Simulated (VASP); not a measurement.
# Si2Ge3 (P6/mmm) in VASP: notebook, part 2 of 2

VASP 6.6.1. Earlier steps stand in the parts before.

## (4) Relaxation of cell and atoms, PBE

INCAR reads:

```
SYSTEM = Si2Ge3
PREC = Accurate
ENCUT = 600
EDIFF = 1E-6
ISMEAR = 0
SIGMA = 0.1
LREAL = .FALSE.
LASPH = .TRUE.
NELM = 60
ALGO = Normal
ISIF = 3
LWAVE = .FALSE.
LCHARG = .FALSE.
GGA = PE
IBRION = 2
NSW = 90
EDIFFG = -0.04
```

KPOINTS reads:

```
Automatic mesh
0
G
  6 6 2
  0 0 0
```

POSCAR reads:

```
Si2Ge3
1.0
    2.7893261400      0.0000000000      0.0000000000
   -1.3946630700      2.4156272900      0.0000000000
    0.0000000000      0.0000000000     13.0966969500
Si Ge
2 3
Direct
    0.0000000000      0.0000000000      0.6000000000
    0.0000000000      0.0000000000      0.4000000000
    0.0000000000      0.0000000000      0.8000000000
    0.0000000000      0.0000000000      0.0000000000
    0.0000000000      0.0000000000      0.2000000000
```

Command:

```
cat potpaw_PBE.64/Si/POTCAR potpaw_PBE.64/Ge_d/POTCAR > POTCAR
mpirun -np 1 vasp_std > vasp.out
```

Run time: 7.8 min. Hardware: 1 thread of Intel Xeon 8259CL, shared host; peak memory 0.26 GiB.

The run converged. Its results:

- Free energy: -22.8591 eV
- Relaxed volume: 18.05 Å³/atom
- Relaxed cell: a = 2.757 Å, b = 2.757 Å, c = 13.708 Å, α = 90.00°, β = 90.00°, γ = 120.00°
- Space group after relaxing (to 0.1 Å): P6/mmm (No. 191)
- Energy gained by relaxing: 36.2 meV/atom
- Ionic steps: 10
- Pressure after relaxing: 0.0 GPa
- Largest force after relaxing: 0.004 eV/Å

Forces on the atoms (eV/Å):
```
Si   0.000  0.000 -0.001
Si   0.000  0.000  0.001
Ge   0.000  0.000 -0.004
Ge   0.000  0.000  0.000
Ge   0.000  0.000  0.004
```

Stress tensor (GPa, compression positive):
```
 0.06  0.00  0.00
 0.00  0.06  0.00
 0.00  0.00 -0.18
```

Step by step:
```
step  energy change (eV)  largest force (eV/Å)  pressure (GPa)  volume (Å³)
   1              0.0000                0.4279            2.06        88.25
   2             -0.1304                0.2296           -0.50        90.99
   3             -0.1539                0.2550            0.01        90.13
   4             -0.1544                0.2526           -0.03        90.22
   5             -0.1543                0.2523           -0.11        90.26
   6             -0.1649                0.2038           -0.12        90.22
   7             -0.1792                0.0668           -0.08        90.09
   8             -0.1802                0.0371            0.11        89.89
   9             -0.1805                0.0441            0.18        89.96
  10             -0.1808                0.0038           -0.02        90.26
```

Final structure:
```
Si Ge
1.0
     2.75744    0.00000    0.00000
    -1.37872    2.38801    0.00000
     0.00000    0.00000   13.70762
Si Ge
2 3
Direct
  0.00000 0.00000 0.59582
  0.00000 0.00000 0.40418
  0.00000 0.00000 0.79433
  0.00000 0.00000 0.00000
  0.00000 0.00000 0.20567
```

Levels at points of the mesh, in eV from the Fermi level:
```
           k point  band 22  band 23  band 24  band 25  band 26  band 27  band 28  band 29
(0.00, 0.00, 0.00)    -5.03    -0.18    -0.11     5.31     7.91     9.11     9.11    10.03
(0.50, 0.00, 0.00)    -5.01    -4.17    -3.68    -3.40    -0.48    -0.07     3.08     4.03
(0.00, 0.00, 0.50)    -2.90    -2.88     2.59     3.25     9.13     9.13     9.73     9.84
(0.50, 0.00, 0.50)    -4.43    -4.37    -3.53    -3.10    -1.61     1.97     2.06     2.65
```

Caveat: the k points lie up to 0.44 Å⁻¹ apart in the final cell; the highest band is partly filled, so the run has too few bands.

## (5) Single point, PBE

INCAR reads:

```
SYSTEM = Si2Ge3
PREC = Accurate
ENCUT = 520
EDIFF = 1E-7
ISMEAR = 0
SIGMA = 0.1
LREAL = .FALSE.
LASPH = .TRUE.
NELM = 60
ALGO = Normal
ISIF = 2
LWAVE = .FALSE.
LCHARG = .FALSE.
GGA = PE
NBANDS = 33
```

KPOINTS reads:

```
regular mesh
0
G
  18 18 4
  0 0 0
```

POSCAR reads:

```
Si2Ge3
1.0
    2.7990980370      0.0000000000      0.0000000000
   -1.3995490185      2.4240900077      0.0000000000
    0.0000000000      0.0000000000     13.0244339938
Si Ge
2 3
Direct
    0.0000000000      0.0000000000      0.5939219930
    0.0000000000      0.0000000000      0.4060780070
    0.0000000000      0.0000000000      0.7909895091
    0.0000000000      0.0000000000      0.0000000000
    0.0000000000      0.0000000000      0.2090104909
```

Potentials or basis: VASP PAW PBE potentials, release 64 (Si, Ge_d).

Command:

```
cat potpaw_PBE.64/Si/POTCAR potpaw_PBE.64/Ge_d/POTCAR > POTCAR
mpirun -np 1 vasp_std > vasp.out
```

OUTCAR:

```text
SYSTEM = Si2Ge3
   PREC = Accurate
   ENCUT = 520
   EDIFF = 1E-7
   ISMEAR = 0
   LREAL = .FALSE.
   LASPH = .TRUE.
   NELM = 60
   ISIF = 2
   GGA = PE

 ion  position               nearest neighbor table
   1  0.000  0.000  0.594-   2 2.45   3 2.57
   2  0.000  0.000  0.406-   1 2.45   5 2.57
   3  0.000  0.000  0.791-   1 2.57   4 2.72
   4  0.000  0.000  0.000-   3 2.72   5 2.72
   5  0.000  0.000  0.209-   2 2.57   4 2.72

  LATTYP: Found a hexagonal cell.
 ALAT       =     2.7990980370
 C/A-ratio  =     4.6530824650

  Lattice vectors:

 A1 = (   2.7990980370,   0.0000000000,   0.0000000000)
 A2 = (  -1.3995490185,   2.4240900077,   0.0000000000)
 A3 = (   0.0000000000,   0.0000000000,  13.0244339938)

Analysis of symmetry for initial positions (statically):
=====================================================================
 Subroutine PRICEL returns:
 Original cell was already a primitive cell.

 Routine SETGRP: Setting up the symmetry group for a
 hexagonal supercell.

 Subroutine GETGRP returns: Found 24 space group operations
 (whereof 24 operations were pure point group operations)
 out of a pool of 24 trial point group operations.

The static configuration has the point symmetry D_6h.

Analysis of symmetry for dynamics (positions and initial velocities):
=====================================================================
 Subroutine PRICEL returns:
 Original cell was already a primitive cell.

 Routine SETGRP: Setting up the symmetry group for a
 hexagonal supercell.

 Subroutine GETGRP returns: Found 24 space group operations
 (whereof 24 operations were pure point group operations)
 out of a pool of 24 trial point group operations.

The dynamic configuration has the point symmetry D_6h.

 Subroutine INISYM returns: Found 24 space group operations
 (whereof 24 operations are pure point group operations),
 and found     1 'primitive' translations

----------------------------------------------------------------------------------------

                                     Primitive cell

  volume of cell :      88.3742

  direct lattice vectors                    reciprocal lattice vectors
     2.799098037  0.000000000  0.000000000     0.357257941  0.206262968  0.000000000
    -1.399549018  2.424090008  0.000000000     0.000000000  0.412525936  0.000000000
     0.000000000  0.000000000 13.024433994     0.000000000  0.000000000  0.076778768

  length of vectors
     2.799098037  2.799098037 13.024433994     0.412525936  0.412525936  0.076778768

  position of ions in fractional coordinates (direct lattice)
     0.000000000  0.000000000  0.593921993
     0.000000000  0.000000000  0.406078007
     0.000000000  0.000000000  0.790989509
     0.000000000  0.000000000  0.000000000
     0.000000000  0.000000000  0.209010491

  ion indices of the primitive-cell ions
   primitive index   ion index
                 1           1
                 2           2
                 3           3
                 4           4
                 5           5

----------------------------------------------------------------------------------------

 KPOINTS: regular mesh

Automatic generation of k-mesh.
 Grid dimensions read from file:
 generate k-points for:   18   18    4

 Generating k-lattice:

  Cartesian coordinates                     Fractional coordinates (reciprocal lattice)
     0.019847663  0.011459054  0.000000000     0.055555556 -0.000000000  0.000000000
     0.000000000  0.022918108  0.000000000     0.000000000  0.055555556  0.000000000
     0.000000000  0.000000000  0.019194692     0.000000000  0.000000000  0.250000000

  Length of vectors
     0.022918108  0.022918108  0.019194692

  Shift w.r.t. Gamma in fractional coordinates (k-lattice)
     0.000000000  0.000000000  0.000000000

 Subroutine IBZKPT returns following result:
 ===========================================

 Found    111 irreducible k-points:

 Following reciprocal coordinates:
            Coordinates               Weight
  0.000000  0.000000  0.000000      1.000000
  0.055556  0.000000  0.000000      6.000000
  0.111111  0.000000  0.000000      6.000000
  0.166667  0.000000  0.000000      6.000000
  0.222222  0.000000  0.000000      6.000000
  0.277778  0.000000  0.000000      6.000000
[... 16 lines left out ...]
  0.333333  0.111111  0.000000     12.000000
  0.388889  0.111111  0.000000     12.000000
 [... further k-points ...]
   k-points           NKPTS =    111   k-points in BZ     NKDIM =    111   number of bands    NBANDS=     33
   number of dos      NEDOS =    301   number of ions     NIONS =      5
   total plane-waves  NPLWV =  56448
   dimension x,y,z NGX =    24 NGY =   24 NGZ =   98
   dimension x,y,z NGXF=    48 NGYF=   48 NGZF=  196
   ions per type =               2   3
   NGX,Y,Z   is equivalent  to a cutoff of  14.25, 14.25, 12.51 a.u.
   NGXF,Y,Z  is equivalent  to a cutoff of  28.51, 28.51, 25.02 a.u.
 SYSTEM =  Si2Ge3
   PREC   = accura    normal or accurate (medium, high low for compatibility)
   ISTART =      0    job   : 0-new  1-cont  2-samecut
   ICHARG =      2    charge: 1-file 2-atom 10-const
   ISPIN  =      1    spin polarized calculation?
   LNONCOLLINEAR =      F non collinear calculations
   LSORBIT =      F    spin-orbit coupling
   LASPH  =      T    aspherical Exc in radial PAW
   ENCUT  =  520.0 eV  38.22 Ry    6.18 a.u.   5.20  5.20 24.22*2*pi/ulx,y,z
   NELM   =     60;   NELMIN=  2; NELMDL= -5     # of ELM steps
   EDIFF  = 0.1E-06   stopping-criterion for ELM
   LREAL  =      F    real-space projection
   EDIFFG = 0.1E-05   stopping-criterion for IOM
   NSW    =      0    number of steps for IOM
   IBRION =     -1    ionic relax: 0-MD 1-quasi-New 2-CG
   NFREE  =      0    steps in history (QN), initial steepest desc. (CG)
   ISIF   =      2    stress and relaxation
   ISYM   =      2    0-nonsym 1-usesym 2-fastsym
   POTIM  = 0.5000    time-step for ionic-motion
   TEBEG  =    0.0;   TEEND  =   0.0 temperature during run
   PSTRESS=    0.0 pullay stress
   NELECT =      50.0000    total number of electrons
   NUPDOWN=      -1.0000    fix difference up-down
   EMIN   =  10.00;   EMAX   =-10.00  energy-range for DOS
   EFERMI =   0.00;   METHOD = LEGACY
   ISMEAR =     0;   SIGMA  =   0.10  broadening in eV -4-tet -1-fermi 0-gaus
   EFERMI_NEDOS =   21; number of points for ismear=-14 and -15
   IALGO  =     38    algorithm
   IMIX   =      4    mixing-type and parameters
     AMIX     =   0.40;   BMIX     =  1.00
     AMIX_MAG =   1.60;   BMIX_MAG =  1.00
  volume/ion in A,a.u.               =      17.67       119.28
  Fermi-wavevector in a.u.,A,eV,Ry     =   1.354013  2.558714 24.944268  1.833352
  Thomas-Fermi vector in A             =   2.481220
   LORBIT       =      0    0 simple, 1 ext, 2 COOP (PROOUT), +10 PAW based schemes
   GGA     = PE    functional components
   LHFCALC =     F    Hartree Fock is set to
   AEXX    =    0.0000 exact exchange contribution
   IVDW    =     0    specifies the selected vdW correction
   LEPSILON=     F    determine dielectric tensor
   LRPA    =     F    only Hartree local field effects (RPA)
 non-spin polarized calculation
 Gauss-broadening in eV      SIGMA  =   0.10
  energy-cutoff  :      520.00
  volume of cell :       88.37
 maximum number of plane-waves:      2412
 NGX is ok and might be reduce to    24
   NGX = 11   NGY = 11   NGZ = 49

 number of electron      49.9999961 magnetization

 Free energy of the ion-electron system (eV)
  ---------------------------------------------------
  ext. energy  EPLUGINS =         0.00000000
  ---------------------------------------------------
  free energy    TOTEN  =       -22.84078034 eV

  energy without entropy =      -22.83173256  energy(sigma->0) =      -22.83625645

 E-fermi :   7.3778     XC(G=0): -11.0647

 val. band max:        7.3557804060   @ k =   0.3333   0.2222   0.2500
 cond. band min:       7.3894688120   @ k =   0.2222   0.1111   0.5000
 fundamental gap:      0.0336884060
 Fermi energy:         7.3777680119

 k-point     1 :       0.0000    0.0000    0.0000
  band No.  band energies     occupation
      1     -17.3833      2.00000
      2     -17.3307      2.00000
      3     -17.3307      2.00000
      4     -17.3032      2.00000
      5     -17.3032      2.00000
      6     -17.3029      2.00000
[... 25 lines left out ...]
     32      16.9248      0.00000
     33      18.6550      0.00000
[... 797 lines left out ...]
      3     -17.3406      2.00000
      4     -17.3119      2.00000
      5     -17.2646      2.00000
      6     -17.2529      2.00000
[... 25 lines left out ...]
     32      12.1081      0.00000
     33      12.1606      0.00000

 [... further k-points ...]
[... 5 lines left out ...]
  --------------------------------------------------------------------------------------
  -------------------------------------------------------------------------------------
  Total        0.0383350      0.0383350      0.0198489      0.0000000      0.0000000      0.0000000
  in kB        0.6949933      0.6949933      0.3598497      0.0000000      0.0000000      0.0000000
  external PRESSURE =       0.5832787 kB  Pullay stress =       0.0000000 kB

 VOLUME and BASIS-vectors are now :
 -----------------------------------------------------------------------------
  energy-cutoff  :      520.00
  volume of cell :       88.37
      direct lattice vectors                 reciprocal lattice vectors
     2.799098037  0.000000000  0.000000000     0.357257941  0.206262968  0.000000000
    -1.399549018  2.424090008  0.000000000     0.000000000  0.412525936  0.000000000
     0.000000000  0.000000000 13.024433994     0.000000000  0.000000000  0.076778768

 POSITION                                       TOTAL-FORCE (eV/Angst)
 -----------------------------------------------------------------------------------
      0.00000      0.00000      7.73550         0.000000      0.000000     -0.001948
      0.00000      0.00000      5.28894         0.000000     -0.000000      0.001948
      0.00000      0.00000     10.30219        -0.000000      0.000000     -0.002801
      0.00000      0.00000      0.00000         0.000000      0.000000      0.000000
      0.00000      0.00000      2.72224         0.000000     -0.000000      0.002801
 -----------------------------------------------------------------------------------
    total drift:                                0.000000     -0.000000      0.000000

  FREE ENERGIE OF THE ION-ELECTRON SYSTEM (eV)
  ---------------------------------------------------
  free  energy   TOTEN  =       -22.8407803367 eV

  energy  without entropy=      -22.8317325576  energy(sigma->0) =      -22.83625645
```

OSZICAR:

```text
N       E                     dE             d eps       ncg     rms          rms(c)
DAV:   1     0.412321425206E+03    0.41232E+03   -0.23923E+04  8599   0.374E+03
DAV:   2     0.488652969145E+02   -0.36346E+03   -0.35041E+03  7334   0.777E+02
DAV:   3    -0.194959042333E+02   -0.68361E+02   -0.67148E+02  8628   0.187E+02
DAV:   4    -0.228518067157E+02   -0.33559E+01   -0.33300E+01  8750   0.470E+01
DAV:   5    -0.229304915069E+02   -0.78685E-01   -0.78582E-01  8715   0.782E+00    0.432E+00
DAV:   6    -0.228948597344E+02    0.35632E-01   -0.76196E-01 12595   0.991E+00    0.254E+00
DAV:   7    -0.228564694825E+02    0.38390E-01   -0.47417E-01 11133   0.467E+00    0.169E+00
DAV:   8    -0.228394435709E+02    0.17026E-01   -0.96405E-02 10442   0.361E+00    0.332E-01
DAV:   9    -0.228409622801E+02   -0.15187E-02   -0.18060E-02  8498   0.951E-01    0.291E-01
DAV:  10    -0.228410731905E+02   -0.11091E-03   -0.45352E-04  9639   0.172E-01    0.314E-01
DAV:  11    -0.228407859109E+02    0.28728E-03   -0.16414E-03 10390   0.106E+00    0.111E-01
DAV:  12    -0.228408465040E+02   -0.60593E-04   -0.49196E-04  9582   0.541E-01    0.487E-02
DAV:  13    -0.228407935816E+02    0.52922E-04   -0.10880E-04 10587   0.227E-01    0.367E-02
DAV:  14    -0.228407822905E+02    0.11291E-04   -0.25483E-05 11262   0.228E-01    0.184E-02
DAV:  15    -0.228407808215E+02    0.14690E-05   -0.12442E-05 11713   0.672E-02    0.122E-02
DAV:  16    -0.228407803833E+02    0.43812E-06   -0.30981E-06 11760   0.289E-02    0.775E-03
DAV:  17    -0.228407803367E+02    0.46596E-07   -0.36321E-07  6932   0.211E-02
   1 F= -.22840780E+02 E0= -.22836256E+02  d E =-.904778E-02
```

It took 8.7 min on 1 thread of Intel Xeon 8259CL, shared host; peak memory 0.4 GiB.

What came out:

* Free energy: -22.8408 eV
* Pressure: 0.1 GPa
* Band gap on the k mesh: zero (bands 25 and 26 overlap by 9.94 eV)

Forces in eV/Å, atoms in the order of the input:
```
Si   0.000  0.000 -0.002
Si   0.000  0.000  0.002
Ge   0.000  0.000 -0.003
Ge   0.000  0.000  0.000
Ge   0.000  0.000  0.003
```

Levels at points of the mesh, in eV from the Fermi level:
```tsv
k point	band 21	band 22	band 23	band 24	band 25	band 26	band 27	band 28	band 29	band 30
(0.00, 0.00, 0.00)	-4.92	-4.64	0.88	0.93	7.28	8.31	8.31	8.90	9.38	9.38
(0.50, 0.00, 0.00)	-5.07	-5.05	-4.04	-3.32	-2.83	-0.45	0.17	3.38	4.15	4.31
(0.00, 0.00, 0.50)	-6.20	-2.18	-2.16	3.81	4.91	8.34	8.34	9.10	9.10	10.23
(0.50, 0.00, 0.50)	-5.59	-4.20	-4.15	-3.02	-2.44	-1.97	2.42	2.53	2.75	4.20
```

## (6) The runs side by side

```tsv
task	cell	k mesh	cutoff (eV)	gap on the mesh (eV)	pressure (GPa)	largest force (eV/Å)
single point	a = 2.789, b = 2.789, c = 13.097 Å, angles 90.0, 90.0, 120.0°, 5 atoms, atomic positions A	6 × 6 × 2	520	none	1.9	0.45
single point	a = 2.756, b = 2.756, c = 13.643 Å, angles 90.0, 90.0, 120.0°, 5 atoms, atomic positions B	6 × 6 × 2	520	none	0.0	0.03
relaxation of cell and atoms	relaxed from a = 2.789, b = 2.789, c = 13.097 Å, angles 90.0, 90.0, 120.0°, 5 atoms, atomic positions A	6 × 6 × 2	600	-	0.0	-
single point	a = 2.799, b = 2.799, c = 13.024 Å, angles 90.0, 90.0, 120.0°, 5 atoms, atomic positions C	18 × 18 × 4	520	none	0.1	-
```

Alike in all rows: level PBE; potentials or basis VASP PAW PBE potentials, release 64 (Si, Ge_d); no spin polarisation; smearing gaussian 0.1 eV.

Caveats: some runs use coarse meshes; the highest band is partly filled, so the run has too few bands (at least some runs).

Absolute energies hang on the potentials; compare differences alone.
